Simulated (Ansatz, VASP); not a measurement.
**InGa2As3: VASP beside Ansatz**

```
CELL_PARAMETERS angstrom
3.98474 0.00000 0.00000
-1.99237 3.45089 0.00000
0.00000 0.00000 9.76058
ATOMIC_POSITIONS crystal
In 0.33333 0.66667 0.66667
Ga 0.00000 0.00000 0.00000
Ga 0.66667 0.33333 0.33333
As 0.00000 0.00000 0.25000
As 0.66667 0.33333 0.58333
As 0.33333 0.66667 0.91667
```

Alike in both runs: task relaxation of cell and atoms; functional PBE; k mesh 6 × 6 × 2; occupations gaussian, width 0.1 eV; no spin polarisation.

|  | VASP | Ansatz |
| --- | --- | --- |
| version | VASP 6.6.1 | Ansatz 0.2.0 |
| potentials or method | VASP PAW PBE potentials, release 64 (In_d, Ga_d, As), cutoff 600 eV | scalar-relativistic, plane waves, PAW |
| valence electrons in the cell | 54 | 84 |

```csv
,VASP,Ansatz,Ansatz less VASP
"gap on the k mesh at the Fermi level, each at its own relaxed structure (eV)",none,none,-
relaxed volume (Å³/atom),25.75,25.73,-0.028
relaxed cell length with the largest relative difference (Å),4.175,4.171,-0.0037
```

A gap of «none» marks a metal or a gap that the smearing closes. VASP's potentials hold 54 valence electrons a cell and Ansatz's 84, so a difference there can come from the potentials and not from the codes.

Noted on VASP's run: the volume moved by over 15 % at a fixed basis, so the end points are rough.
